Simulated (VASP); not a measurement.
A run of VASP 6.6.1:

INCAR

```
PREC = Accurate ; ENCUT = 600
EDIFF = 1E-6 ; ISMEAR = -1
SIGMA = 0.08 ; LREAL = False
LASPH = True ; NELM = 100
ALGO = Normal ; ISIF = 3
LWAVE = False ; LCHARG = False
GGA = PE ; IBRION = 2
NSW = 60 ; EDIFFG = -0.005
PSTRESS = 460.0
```

Contents of KPOINTS:

```
regular mesh
0
Gamma
  16 16 16
```

The input POSCAR:

```
Yb
1.0
   -1.6374820074      1.6374820074      1.6374820074
    1.6374820074     -1.6374820074      1.6374820074
    1.6374820074      1.6374820074     -1.6374820074
Yb
1
Direct
    0.0000000000      0.0000000000      0.0000000000
```

Potentials or basis: VASP PAW PBE potentials, release 64 (Yb).

Run with:

```console
$ cat potpaw_PBE.64/Yb/POTCAR > POTCAR
$ mpirun -np 1 vasp_std > vasp.out
```

Hardware: 1 thread of Intel Xeon 8259CL, on a shared host.

Problem. Estimate the wall time of this run.

Solution. Wall time 8.1 min on 1 thread of Intel Xeon 8259CL, on a shared host, peak memory 0.21 GiB. Counts: scf iterations 84, k points 145, ion steps 5.
